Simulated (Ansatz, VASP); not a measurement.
## TaN in VASP and in Ansatz

The input INCAR:

```
SYSTEM = TaN
PREC = Accurate
ENCUT = 520
EDIFF = 1E-8
ISMEAR = -1
SIGMA = 0.02
LREAL = .False.
LASPH = .True.
NELM = 120
ALGO = Normal
ISIF = 2
LWAVE = .False.
LCHARG = .False.
LEFG = .True.
NBANDS = 16
GGA_COMPAT = .False.
```

KPOINTS

```
Automatic mesh
0
Gamma
  12 12 10
  0 0 0
```

POSCAR

```
TaN
1.0
    2.9182801511      0.0000000000      0.0000000000
   -1.4591400756      2.5273047463      0.0000000000
    0.0000000000      0.0000000000      2.8636504237
Ta N
1 1
Direct
    0.3333333333      0.6666666667      0.5000000000
    0.0000000000      0.0000000000      0.0000000000
```

Input for Ansatz:

```yaml
crystal:
  lattice:
    - [2.9182801511, 0.0, 0.0]
    - [-1.4591400756, 2.5273047463, 0.0]
    - [0.0, 0.0, 2.8636504237]
  atoms:
    - { symbol: Ta, position: [0.3333333333, 0.6666666667, 0.5] }
    - { symbol: "N", position: [0.0, 0.0, 0.0] }
kpoints:
  mp_grid: { grid: [12, 12, 10] }
scf:
  occupations: { method: fermi_dirac, width: 0.02 }
hamiltonian:
  xc: lda
  pseudopotentials: { kind: paw }
output:
  forces: true
  stress: true
  eigenvalues: true
  efg: { contact_densities: true }
```

Change from the starting cell: volume scaled by 0.98, PAW files.

Alike in both runs: task electric field gradients; functional LDA; k mesh 12 × 12 × 10; occupations fermi-dirac, width 0.02 eV; no spin polarisation.

|  | VASP | Ansatz |
| --- | --- | --- |
| version | VASP 6.6.1 | Ansatz 0.2.0 |
| potentials or method | VASP PAW LDA potentials, release 64 (Ta_sv_GW, N) | PAW with Ansatz's default frozen-core files, scalar-relativistic |
| plane-wave cutoff (eV) | 520 | 420 |
| valence electrons in the cell | 18 | 18 |

```tsv
	VASP	Ansatz	Ansatz less VASP
size of Vzz on the site where it differs most (V/Å²)	31.8	47.9	+16.14
```

LDA's correlation is that of Perdew and Zunger in VASP and of Perdew and Wang (1992) in Ansatz.

Neither program's run includes spin-orbit coupling.
